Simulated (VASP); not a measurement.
**B: relaxation of cell and atoms with PBE**

Crystal: B.

```
B
1.0
     2.79125    0.00000    0.00000
    -1.39562    2.41729    0.00000
     0.00000    0.00000    3.16676
B
3
Direct
  0.22540 0.00000 0.33333
  0.00000 0.22540 0.66667
  0.77460 0.77460 0.00000
```

```json
{
  "Program": "VASP 6.6.1",
  "Task": "relaxation of cell and atoms",
  "Functional": "PBE",
  "Potentials or basis": "VASP PAW PBE potentials, release 64 (B)",
  "Cutoff": "600 eV",
  "k mesh": "9 × 9 × 6",
  "Occupations": "gaussian, width 0.1 eV",
  "Spin": "no spin polarisation",
  "Dipole correction": "no",
  "Further INCAR settings": "ALGO = Normal; EDIFF = 1e-06; IBRION = 2; EDIFFG = -0.04; NSW = 90; ISIF = 3"
}
```

* Relaxed volume: 6.70 Å³/atom
* Relaxed cell: a = 2.629 Å, b = 2.629 Å, c = 3.358 Å, α = 90.00°, β = 90.00°, γ = 120.00°
* Space group after relaxing (to 0.1 Å): R-3m (No. 166)
* Energy gained by relaxing: 524.8 meV/atom
* Ionic steps: 17
* Pressure after relaxing: -0.4 GPa
* Largest force after relaxing: 0.005 eV/Å
* Band gap on the k mesh: zero (an odd number of electrons rules out a gap without spin polarisation)

Forces in eV/Å, atoms in the order of the input:
```
B   -0.005  0.000  0.000
B    0.002 -0.004  0.000
B    0.002  0.004  0.000
```

The path:
| step | energy change (eV) | largest force (eV/Å) | pressure (GPa) | volume (Å³) |
| --- | --- | --- | --- | --- |
| 1 | 0.0000 | 4.6847 | 36.67 | 21.37 |
| 2 | -0.6008 | 0.3530 | -38.05 | 26.68 |
| 3 | -1.0887 | 0.4264 | -18.49 | 24.00 |
| 4 | -1.0893 | 0.4703 | -17.82 | 23.95 |
| 5 | -1.4281 | 0.5163 | -8.41 | 21.74 |
| 6 | -1.5055 | 0.5124 | 0.34 | 20.51 |
| 7 | -1.5076 | 0.4896 | 2.80 | 20.24 |
| 8 | -1.5397 | 0.1735 | 0.49 | 20.21 |
| 9 | -1.5475 | 0.0571 | -0.58 | 20.19 |
| 10 | -1.5521 | 0.0001 | -1.23 | 20.15 |
| 11 | -1.5631 | 0.0002 | 1.65 | 19.92 |
| 12 | -1.5327 | 0.0646 | 11.30 | 19.23 |
| 13 | -1.5690 | 0.0082 | 4.18 | 19.72 |
| 14 | -1.5706 | 0.0074 | 3.83 | 19.75 |
| 15 | -1.5706 | 0.0071 | 3.81 | 19.75 |
| 16 | -1.5728 | 0.0064 | 2.46 | 19.86 |
| 17 | -1.5743 | 0.0046 | -0.35 | 20.10 |

Final structure:
```
B
1.0
     2.62881    0.00000    0.00000
    -1.31441    2.27662    0.00000
     0.00000    0.00000    3.35783
B
3
Direct
  0.33498 0.00000 0.33333
  0.00000 0.33498 0.66667
  0.66502 0.66502 0.00000
```

Levels at points of the mesh, in eV from the Fermi level:
```
           k point  band 3  band 4  band 5  band 6  band 7  band 8
(0.00, 0.00, 0.00)   -5.30    4.13    4.19    4.19    4.26   13.52
(0.00, 0.00, 0.50)    2.67    3.85    3.85    7.91    7.91    7.97
```

Wall time 2.1 min on 1 thread of Intel Xeon 8259CL, with other jobs on the host, peak memory 0.14 GiB.
